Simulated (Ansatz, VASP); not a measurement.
## One calculation of YHg, two programs

The input INCAR:

```
SYSTEM = YHg
ALGO     = Normal         ! electronic algorithm
EDIFF    = 1E-8           ! SCF threshold, eV
ENCUT    = 520            ! plane-wave cutoff, eV
GGA      = CA             ! functional
ISIF     = 2              ! what is computed and relaxed
ISMEAR   = -1             ! smearing method
LASPH    = .TRUE.         ! aspherical terms in the spheres
LCHARG   = .FALSE.        ! write CHGCAR
LEFG     = .TRUE.       
LREAL    = .FALSE.        ! projectors in reciprocal space
LWAVE    = .FALSE.        ! write WAVECAR
NBANDS   = 18             ! bands
NELM     = 100            ! most SCF steps
PREC     = Accurate       ! precision mode
SIGMA    = 0.08           ! smearing width, eV
```

Contents of KPOINTS:

```
k-points
0
G
  11 11 11
  0 0 0
```

The input POSCAR:

```
YHg
1.0
    3.6820000000      0.0184100000      0.0184100000
    0.0184100000      3.6820000000      0.0184100000
    0.0184100000      0.0184100000      3.6820000000
Y Hg
1 1
Direct
    0.5000000000      0.5000000000      0.5000000000
    0.0000000000      0.0000000000      0.0000000000
```

Input for Ansatz:

```yaml
crystal:
  lattice:
    - [3.682, 0.01841, 0.01841]
    - [0.01841, 3.682, 0.01841]
    - [0.01841, 0.01841, 3.682]
  atoms:
    - { symbol: "Y", position: [0.5, 0.5, 0.5] }
    - { symbol: Hg, position: [0.0, 0.0, 0.0] }
kpoints:
  mp_grid: { grid: [11, 11, 11] }
scf:
  occupations: { method: fermi_dirac, width: 0.08 }
hamiltonian:
  xc: lda
  pseudopotentials: { kind: all_electron, datasets: crystal }
output:
  forces: true
  stress: true
  eigenvalues: true
  efg: { contact_densities: true }
```

Change from the starting cell: equal xy, yz and zx shear strains of +1 %, crystal datasets.

Alike in both runs: task electric field gradients; functional LDA; k mesh 11 × 11 × 11; occupations fermi-dirac, width 0.08 eV; no spin polarisation.

```csv
,VASP,Ansatz
version,VASP 6.6.1,Ansatz 0.2.0
potentials or method,"VASP PAW LDA potentials, release 64 (Y_sv, Hg), cutoff 520 eV","all-electron PAW with datasets made for the crystal, scalar-relativistic"
```

|  | VASP | Ansatz | Ansatz less VASP |
| --- | --- | --- | --- |
| pressure (GPa) | -3.3 | -3.5 | -0.20 |
| traceless stress, the component that is largest in VASP (GPa) | -0.33 | -0.32 | +0.009 |
| size of Vzz on the site where it differs most (V/Å²) | 1.7 | 3.2 | +1.52 |

LDA's correlation is that of Perdew and Zunger in VASP and of Perdew and Wang (1992) in Ansatz. Ansatz ran all-electron here, and VASP with PAW potentials.

Neither program's run includes spin-orbit coupling.
